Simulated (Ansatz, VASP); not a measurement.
# MnS: VASP beside Ansatz

```xyz
2
Lattice="0.0000 2.6122 2.6122 2.6122 0.0000 2.6122 2.6122 2.6122 0.0000" Properties=species:S:1:pos:R:3 pbc="T T T"
Mn    0.0000    0.0000    0.0000
S     2.6122    2.6122    2.6122
```

Alike in both runs: task single point; functional PBE; k mesh 6 × 6 × 6; occupations gaussian, width 0.05 eV; collinear spin; Hubbard terms Mn d U = 4.0 eV.

|  | VASP | Ansatz |
| --- | --- | --- |
| version | VASP 6.6.1 | Ansatz 0.2.0 |
| potentials or method | VASP PAW PBE potentials, release 64 (Mn_pv, S), cutoff 520 eV | scalar-relativistic, plane waves, PAW |
| valence electrons in the cell | 19 | 21 |

```csv
,VASP,Ansatz,Ansatz less VASP
gap on the k mesh at the Fermi level (eV),0.62,0.89,+0.273
least direct gap on the mesh (eV),2.74,2.59,-0.151
pressure (GPa),3.5,4.2,+0.73
net moment per atom (μB),2.50,2.50,0.000
size of the moment on the site where the two differ most (μB),4.60,4.51,-0.088
```

Site moments also hang on the region over which each program counts them. The programs project onto different local orbitals, so the same U acts differently, and such runs can settle in different states. VASP's potentials hold 19 valence electrons a cell and Ansatz's 21, so a difference there can come from the potentials and not from the codes. Ansatz's warnings: specified occupation not kept, symmetry narrowed by occupation matrices.
